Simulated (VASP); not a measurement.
# Ga2Ni4Ru3 (C2/m) in VASP: single point with PBE

Aim: the single point of Ga2Ni4Ru3 with PBE.

Everything below comes from runs of VASP 6.6.1. Logs are shortened: lines on timing, memory, paths and dates and some standing lists are left out, and cuts for length are marked.

### 1 The cell of the first run

Symmetry: C2/m, No. 12, monoclinic system. Conventional cell: a = 7.329 Å, b = 3.705 Å, c = 9.009 Å, α = 90.00°, β = 99.32°, γ = 90.00°. Ni (site symmetry m) has 4 Ru at 2.20 to 2.87 Å and 2 Ni at 2.35 to 2.36 Å and 2 Ga at 2.80 Å within 2.9 Å. Within 2.9 Å of Ni (site symmetry m) lie 3 Ga at 2.17 to 2.49 Å and 1 Ni at 2.35 Å and 4 Ru at 2.50 to 2.55 Å. Within 2.8 Å of Ru (site symmetry m) lie 3 Ga at 2.06 to 2.80 Å and 4 Ni at 2.50 to 2.64 Å. Ru (site symmetry 2/m) has 8 Ni at 2.20 to 2.87 Å within 2.9 Å. Ga (site symmetry m) has 5 Ru at 2.06 to 3.06 Å and 5 Ni at 2.17 to 2.80 Å within 3.1 Å.

### 2 Single point, PBE

Input file INCAR:

```
SYSTEM = Ga2Ni4Ru3
ALGO = Normal ; EDIFF = 1E-6
ENCUT = 600 ; GGA = PE
GGA_COMPAT = .FALSE. ; ISIF = 2
ISMEAR = -1 ; LASPH = .TRUE.
LCHARG = .TRUE. ; LELF = .TRUE.
LREAL = .FALSE. ; LVHAR = .TRUE.
LWAVE = .FALSE. ; NBANDS = 64
NELM = 120 ; PREC = Accurate
SIGMA = 0.0531
```

Input file KPOINTS:

```
k-points
0
G
  3 7 7
  0 0 0
```

Input file POSCAR:

```
Ga2Ni4Ru3
1.0
   -9.0090620000      0.0000000000      0.0000000000
    0.0000000000      0.0000000000      3.7051770000
   -0.5934420000      3.6160250000      1.8525890000
Ni Ru Ga
4 3 2
Direct
    0.9144000000      0.3599000000      0.2802000000
    0.0856000000      0.6401000000      0.7198000000
    0.7395000000      0.0843000000      0.8314000000
    0.2605000000      0.9157000000      0.1686000000
    0.6239000000      0.3790000000      0.2420000000
    0.3761000000      0.6210000000      0.7580000000
    0.0000000000      0.0000000000      0.0000000000
    0.3213000000      0.2140000000      0.5720000000
    0.6787000000      0.7860000000      0.4280000000
```

Potentials or basis: VASP PAW PBE potentials, release 64 (Ni, Ru_pv, Ga_d).

Started as:

```sh
$ cat potpaw_PBE.64/Ni/POTCAR potpaw_PBE.64/Ru_pv/POTCAR potpaw_PBE.64/Ga_d/POTCAR > POTCAR
$ mpirun -np 1 vasp_std > vasp.out
```

OUTCAR:

```text
SYSTEM = Ga2Ni4Ru3
   EDIFF = 1E-6
   ENCUT = 600
   GGA = PE
   ISIF = 2
   ISMEAR = -1
   LASPH = .TRUE.
   LREAL = .FALSE.
   NELM = 120
   PREC = Accurate

 ion  position               nearest neighbor table
   1  0.914  0.360  0.280-   7 2.20   7 2.20   3 2.35   2 2.36   5 2.64   9 2.80   9 2.80   7 2.87
                             2 3.03   2 3.03   3 3.08   3 3.08
   2  0.086  0.640  0.720-   7 2.20   7 2.20   4 2.35   1 2.36   6 2.64   8 2.80   8 2.80   7 2.87
                             1 3.03   1 3.03   4 3.08   4 3.08
   3  0.739  0.084  0.831-   9 2.17   1 2.35   9 2.49   9 2.49   5 2.50   5 2.50   7 2.52   5 2.55
                             1 3.08   1 3.08
   4  0.261  0.916  0.169-   8 2.17   2 2.35   8 2.49   8 2.49   6 2.50   6 2.50   7 2.52   6 2.55
                             2 3.08   2 3.08
   5  0.624  0.379  0.242-   9 2.06   9 2.06   3 2.50   3 2.50   3 2.55   1 2.64   8 2.80   9 2.94
                             6 3.07   6 3.26   6 3.26
   6  0.376  0.621  0.758-   8 2.06   8 2.06   4 2.50   4 2.50   4 2.55   2 2.64   9 2.80   8 2.94
                             5 3.07   5 3.26   5 3.26
   7  0.000  0.000  0.000-   2 2.20   1 2.20   2 2.20   1 2.20   4 2.52   3 2.52   1 2.87   2 2.87
                             8 3.06   9 3.06
   8  0.321  0.214  0.572-   6 2.06   6 2.06   4 2.17   4 2.49   4 2.49   5 2.80   2 2.80   2 2.80
                             6 2.94   7 3.06
   9  0.679  0.786  0.428-   5 2.06   5 2.06   3 2.17   3 2.49   3 2.49   6 2.80   1 2.80   1 2.80
                             5 2.94   7 3.06

  LATTYP: Found a base centered monoclinic cell.
 ALAT       =     7.3287953193
 B/A-ratio  =     0.5055642624
 C/A-ratio  =     1.2292691510
 COS(beta)  =    -0.1619480349

  Lattice vectors:

 A1 = (   0.5934420000,  -3.6160250000,  -1.8525890000)
 A2 = (   0.5934420000,  -3.6160250000,   1.8525880000)
 A3 = (  -9.0090620000,   0.0000000000,   0.0000000000)

Analysis of symmetry for initial positions (statically):
=====================================================================
 Subroutine PRICEL returns:
 Original cell was already a primitive cell.

 Routine SETGRP: Setting up the symmetry group for a
 base centered monoclinic supercell.

 Subroutine GETGRP returns: Found  4 space group operations
 (whereof  4 operations were pure point group operations)
 out of a pool of  4 trial point group operations.

The static configuration has the point symmetry C_2h.

Analysis of symmetry for dynamics (positions and initial velocities):
=====================================================================
 Subroutine PRICEL returns:
 Original cell was already a primitive cell.

 Routine SETGRP: Setting up the symmetry group for a
 base centered monoclinic supercell.

 Subroutine GETGRP returns: Found  4 space group operations
 (whereof  4 operations were pure point group operations)
 out of a pool of  4 trial point group operations.

The dynamic configuration has the point symmetry C_2h.

 Subroutine INISYM returns: Found  4 space group operations
 (whereof  4 operations are pure point group operations),
 and found     1 'primitive' translations

----------------------------------------------------------------------------------------

                                     Primitive cell

  volume of cell :     120.7035

  direct lattice vectors                    reciprocal lattice vectors
    -9.009062000  0.000000000  0.000000000    -0.110999347 -0.018216598  0.000000000
     0.000000000  0.000000000  3.705177000     0.000000000 -0.138273418  0.269892639
    -0.593442000  3.616025000  1.852589000     0.000000000  0.276546761  0.000000000

  length of vectors
     9.009062000  3.705177000  4.106080395     0.112484219  0.303251669  0.276546761

  position of ions in fractional coordinates (direct lattice)
     0.914400000  0.359900000  0.280200000
     0.085600000  0.640100000  0.719800000
     0.739500000  0.084300000  0.831400000
     0.260500000  0.915700000  0.168600000
     0.623900000  0.379000000  0.242000000
     0.376100000  0.621000000  0.758000000
     0.000000000  0.000000000  0.000000000
     0.321300000  0.214000000  0.572000000
     0.678700000  0.786000000  0.428000000

  ion indices of the primitive-cell ions
   primitive index   ion index
                 1           1
                 2           2
                 3           3
                 4           4
                 5           5
                 6           6
                 7           7
                 8           8
                 9           9

----------------------------------------------------------------------------------------

 KPOINTS: k-points

Automatic generation of k-mesh.
 Grid dimensions read from file:
 generate k-points for:    3    7    7

 Generating k-lattice:

  Cartesian coordinates                     Fractional coordinates (reciprocal lattice)
    -0.036999782 -0.006072199  0.000000000     0.333333333  0.000000000  0.000000000
     0.000000000 -0.019753345  0.038556091     0.000000000  0.142857143  0.000000000
     0.000000000  0.039506680  0.000000000     0.000000000  0.000000000  0.142857143

  Length of vectors
     0.037494740  0.043321667  0.039506680

  Shift w.r.t. Gamma in fractional coordinates (k-lattice)
     0.000000000  0.000000000  0.000000000

 Subroutine IBZKPT returns following result:
 ===========================================

 Found     44 irreducible k-points:

 Following reciprocal coordinates:
            Coordinates               Weight
  0.000000  0.000000  0.000000      1.000000
  0.333333  0.000000 -0.000000      2.000000
  0.000000  0.142857  0.000000      4.000000
  0.333333  0.142857  0.000000      4.000000
 -0.333333  0.142857  0.000000      4.000000
  0.000000  0.285714 -0.000000      4.000000
[... 16 lines left out ...]
  0.000000 -0.285714  0.142857      4.000000
  0.333333 -0.285714  0.142857      4.000000
 [... further k-points ...]
   k-points           NKPTS =     44   k-points in BZ     NKDIM =     44   number of bands    NBANDS=     64
   number of dos      NEDOS =    301   number of ions     NIONS =      9
   total plane-waves  NPLWV =  77760
   dimension x,y,z NGX =    72 NGY =   30 NGZ =   36
   dimension x,y,z NGXF=   144 NGYF=   60 NGZF=   72
   ions per type =               4   3   2
   NGX,Y,Z   is equivalent  to a cutoff of  13.29, 13.46, 14.58 a.u.
   NGXF,Y,Z  is equivalent  to a cutoff of  26.57, 26.92, 29.15 a.u.
 SYSTEM =  Ga2Ni4Ru3
   PREC   = accura    normal or accurate (medium, high low for compatibility)
   ISTART =      0    job   : 0-new  1-cont  2-samecut
   ICHARG =      2    charge: 1-file 2-atom 10-const
   ISPIN  =      1    spin polarized calculation?
   LNONCOLLINEAR =      F non collinear calculations
   LSORBIT =      F    spin-orbit coupling
   LASPH  =      T    aspherical Exc in radial PAW
   ENCUT  =  600.0 eV  44.10 Ry    6.64 a.u.  17.99  7.40  8.20*2*pi/ulx,y,z
   NELM   =    120;   NELMIN=  2; NELMDL= -5     # of ELM steps
   EDIFF  = 0.1E-05   stopping-criterion for ELM
   LREAL  =      F    real-space projection
   EDIFFG = 0.1E-04   stopping-criterion for IOM
   NSW    =      0    number of steps for IOM
   IBRION =     -1    ionic relax: 0-MD 1-quasi-New 2-CG
   NFREE  =      0    steps in history (QN), initial steepest desc. (CG)
   ISIF   =      2    stress and relaxation
   ISYM   =      2    0-nonsym 1-usesym 2-fastsym
   POTIM  = 0.5000    time-step for ionic-motion
   TEBEG  =    0.0;   TEEND  =   0.0 temperature during run
   PSTRESS=    0.0 pullay stress
   NELECT =     108.0000    total number of electrons
   NUPDOWN=      -1.0000    fix difference up-down
   EMIN   =  10.00;   EMAX   =-10.00  energy-range for DOS
   EFERMI =   0.00;   METHOD = LEGACY
   ISMEAR =    -1;   SIGMA  =   0.05  broadening in eV -4-tet -1-fermi 0-gaus
   EFERMI_NEDOS =   21; number of points for ismear=-14 and -15
   IALGO  =     38    algorithm
   IMIX   =      4    mixing-type and parameters
     AMIX     =   0.40;   BMIX     =  1.00
     AMIX_MAG =   1.60;   BMIX_MAG =  1.00
  volume/ion in A,a.u.               =      13.41        90.51
  Fermi-wavevector in a.u.,A,eV,Ry     =   1.577524  2.981089 33.859232  2.488583
  Thomas-Fermi vector in A             =   2.678193
   LORBIT       =      0    0 simple, 1 ext, 2 COOP (PROOUT), +10 PAW based schemes
   GGA     = PE    functional components
   LHFCALC =     F    Hartree Fock is set to
   AEXX    =    0.0000 exact exchange contribution
   IVDW    =     0    specifies the selected vdW correction
   LEPSILON=     F    determine dielectric tensor
   LRPA    =     F    only Hartree local field effects (RPA)
 non-spin polarized calculation
  energy-cutoff  :      600.00
  volume of cell :      120.70
 maximum number of plane-waves:      4049
   NGX = 35   NGY = 15   NGZ = 17

 number of electron     108.0000003 magnetization

 Free energy of the ion-electron system (eV)
  ---------------------------------------------------
  ext. energy  EPLUGINS =         0.00000000
  ---------------------------------------------------
  free energy    TOTEN  =       -45.19235638 eV

  energy without entropy =      -45.06854089  energy(sigma->0) =      -45.13044863

 E-fermi :   9.0864     XC(G=0): -12.7377

 val. band max:        9.0840239325   @ k =   0.3333   0.0000  -0.0000
 cond. band min:       9.0890286944   @ k =  -0.3333   0.2857  -0.0000
 fundamental gap:      0.0050047619
 Fermi energy:         9.0864095739

 k-point     1 :       0.0000    0.0000    0.0000
  band No.  band energies     occupation
      1     -34.1247      2.00000
      2     -33.7822      2.00000
      3     -33.7391      2.00000
      4     -33.3940      2.00000
      5     -33.3791      2.00000
      6     -33.1379      2.00000
[... 56 lines left out ...]
     63      15.9892      0.00000
     64      16.3223      0.00000

 k-point     2 :       0.3333    0.0000   -0.0000
  band No.  band energies     occupation
      1     -34.1247      2.00000
      2     -33.7822      2.00000
      3     -33.7391      2.00000
      4     -33.3941      2.00000
      5     -33.3791      2.00000
      6     -33.1378      2.00000
[... 1530 lines left out ...]
     63      12.9126      0.00000
     64      13.4933      0.00000

 [... further k-points ...]

------------------------ aborting loop because EDIFF is reached ----------------------------------------

  FORCE on cell =-STRESS in cart. coord.  units (eV):
  Direction    XX          YY          ZZ          XY          YZ          ZX
  --------------------------------------------------------------------------------------
  -------------------------------------------------------------------------------------
  Total        2.4807058     19.1959027     68.4936063     -0.1382837      0.0000027     -0.0000000
  in kB       32.9280403    254.7998470    909.1607039     -1.8355304      0.0000352     -0.0000003
  external PRESSURE =     398.9628637 kB  Pullay stress =       0.0000000 kB

 VOLUME and BASIS-vectors are now :
 -----------------------------------------------------------------------------
  energy-cutoff  :      600.00
  volume of cell :      120.70
      direct lattice vectors                 reciprocal lattice vectors
    -9.009062000  0.000000000  0.000000000    -0.110999347 -0.018216598  0.000000000
     0.000000000  0.000000000  3.705177000     0.000000000 -0.138273418  0.269892639
    -0.593442000  3.616025000  1.852589000     0.000000000  0.276546761  0.000000000

 POSITION                                       TOTAL-FORCE (eV/Angst)
 -----------------------------------------------------------------------------------
     -8.40417      1.01321      1.85259         0.766186      2.516698      0.000000
     -1.19834      2.60281      3.70518        -0.766186     -2.516698     -0.000000
     -7.15559      3.00636      1.85259        -0.588098     -2.040719     -0.000000
     -2.44691      0.60966      3.70518         0.588098      2.040719      0.000000
     -5.76437      0.87508      1.85259         5.872073     -4.653256     -0.000001
     -3.83814      2.74095      3.70518        -5.872073      4.653256      0.000001
      0.00000      0.00000      0.00000        -0.000000      0.000000      0.000000
     -3.23406      2.06837      1.85259         4.069279     -7.624885     -0.000001
     -6.36844      1.54766      3.70518        -4.069279      7.624885      0.000001
 -----------------------------------------------------------------------------------
    total drift:                                0.000000     -0.000000     -0.000000

  FREE ENERGIE OF THE ION-ELECTRON SYSTEM (eV)
  ---------------------------------------------------
  free  energy   TOTEN  =       -45.1923563750 eV

  energy  without entropy=      -45.0685408877  energy(sigma->0) =      -45.13044863
```

It took 11 min on 1 thread of Intel Xeon Platinum 8259CL at 2.50GHz (Skylake/Cascade Lake), shared host; peak memory 0.49 GiB.

Results:

```yaml
Free_energy: -45.1924 eV
Pressure: 39.9 GPa
Largest_force: 8.643 eV/Å
Band_gap_on_the_k_mesh: zero (bands 54 and 55 overlap by 0.27 eV)
```

Forces on the atoms (eV/Å):
```
Ni   0.766  2.517  0.000
Ni  -0.766 -2.517  0.000
Ni  -0.588 -2.041  0.000
Ni   0.588  2.041  0.000
Ru   5.872 -4.653  0.000
Ru  -5.872  4.653  0.000
Ru   0.000  0.000  0.000
Ga   4.069 -7.625  0.000
Ga  -4.069  7.625  0.000
```

Levels at points of the mesh, in eV from the Fermi level:
| k point | band 52 | band 53 | band 54 | band 55 | band 56 | band 57 |
| --- | --- | --- | --- | --- | --- | --- |
| (0.00, 0.00, 0.00) | -0.27 | -0.05 | 0.00 | 0.01 | 0.15 | 0.28 |

Caveat: the cell stands under pressure; forces of over 1 eV/Å act on the atoms, so gaps and moduli don't describe the material at rest.
